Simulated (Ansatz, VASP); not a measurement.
# Nb in VASP and in Ansatz

```
CELL_PARAMETERS angstrom
0.00000 2.23242 2.47086
1.63100 0.00000 2.47086
1.63100 2.23242 0.00000
ATOMIC_POSITIONS crystal
Nb 0.00000 0.00000 0.00000
```

Alike in both runs: task relaxation of cell and atoms; functional PBE; k mesh 24 × 24 × 24; occupations gaussian, width 0.1 eV; no spin polarisation.

|  | VASP | Ansatz |
| --- | --- | --- |
| version | VASP 6.6.1 | Ansatz 0.2.0 |
| potentials or method | VASP PAW PBE potentials, release 64 (Nb_sv), cutoff 600 eV | scalar-relativistic, plane waves, PAW |
| valence electrons in the cell | 13 | 13 |

```csv
,VASP,Ansatz,Ansatz less VASP
"gap on the k mesh at the Fermi level, each at its own relaxed structure (eV)",none,none,-
relaxed volume (Å³/atom),18.10,18.13,+0.030
relaxed cell length with the largest relative difference (Å),2.864,2.866,+0.0025
```

A gap of «none» marks a metal or a gap that the smearing closes.
